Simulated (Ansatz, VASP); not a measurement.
## One calculation of C3O, two programs

The input INCAR:

```
SYSTEM = C3O
ALGO = Normal
EDIFF = 1E-6
EDIFFG = -0.04
ENCUT = 600
GGA = PE
IBRION = 2
ISIF = 3
ISMEAR = 0
IVDW = 12
LASPH = .True.
LCHARG = .False.
LREAL = .False.
LWAVE = .False.
NELM = 60
NSW = 90
PREC = Accurate
SIGMA = 0.1
```

Contents of KPOINTS:

```
k-points
0
Gamma
  8 8 2
  0 0 0
```

File POSCAR:

```
C3O
1.0
    3.2156709967     -1.1597186628      0.0000000000
    3.2156709967      1.1597186628      0.0000000000
   -0.3870336300      0.0000000000     10.7855207394
C O
6 2
Direct
    0.5375386681      0.5375386681      0.3243196868
    0.3492737785      0.3492737785      0.8751895810
    0.0074854045      0.0074854045      0.2463606745
    0.3952425302      0.3952425302      0.7543427079
    0.5205021700      0.5205021700      0.1641822424
    0.4202208282      0.4202208282      0.6308767211
    0.8243179783      0.8243179783      0.9428608688
    0.9344643520      0.9344643520      0.5618675175
```

Input for Ansatz:

```yaml
crystal:
  lattice:
    - [3.2156709967, -1.1597186628, 0.0]
    - [3.2156709967, 1.1597186628, 0.0]
    - [-0.38703363, 0.0, 10.7855207394]
  atoms:
    - { symbol: C, position: [0.5375386681, 0.5375386681, 0.3243196868] }
    - { symbol: C, position: [0.3492737785, 0.3492737785, 0.875189581] }
    - { symbol: C, position: [0.0074854045, 0.0074854045, 0.2463606745] }
    - { symbol: C, position: [0.3952425302, 0.3952425302, 0.7543427079] }
    - { symbol: C, position: [0.52050217, 0.52050217, 0.1641822424] }
    - { symbol: C, position: [0.4202208282, 0.4202208282, 0.6308767211] }
    - { symbol: O, position: [0.8243179783, 0.8243179783, 0.9428608688] }
    - { symbol: O, position: [0.934464352, 0.934464352, 0.5618675175] }
basis:
  ecutwfc: 420
kpoints:
  mp_grid: { grid: [8, 8, 2] }
hamiltonian:
  xc: pbe
  dispersion: d3bj
scf:
  occupations: { method: gaussian, width: 0.1 }
  lower_state_search: "off"
output:
  forces: true
  stress: true
  eigenvalues: true
relax:
  adjacent_minimum: "off"
  f_tol: 0.04
  max_steps: 70
  cell: { stress_tol: 0.4 }
```

Change from the starting cell: the structure that the rattled cell fell into.

Alike in both runs: task relaxation of cell and atoms; functional PBE; dispersion D3(BJ); k mesh 8 × 8 × 2; occupations gaussian, width 0.1 eV; no spin polarisation.

```csv
,VASP,Ansatz
version,VASP 6.6.1,Ansatz 0.2.0
potentials or method,"VASP PAW PBE potentials, release 64 (C, O), cutoff 600 eV","scalar-relativistic, plane waves, PAW"
valence electrons in the cell,36,36
```

Ansatz gave:

- gap on the k mesh at the Fermi level, each at its own relaxed structure (eV): none
- relaxed volume (Å³/atom): 11.04
- relaxed length of the cell vector where the two differ most in proportion (Å): 11.267

Q: Estimate VASP's values.

A: gap on the k mesh at the Fermi level, each at its own relaxed structure (eV): none; relaxed volume (Å³/atom): 10.91; relaxed length of the cell vector where the two differ most in proportion (Å): 11.177.

A gap of «none» marks a metal or a gap that the smearing closes.
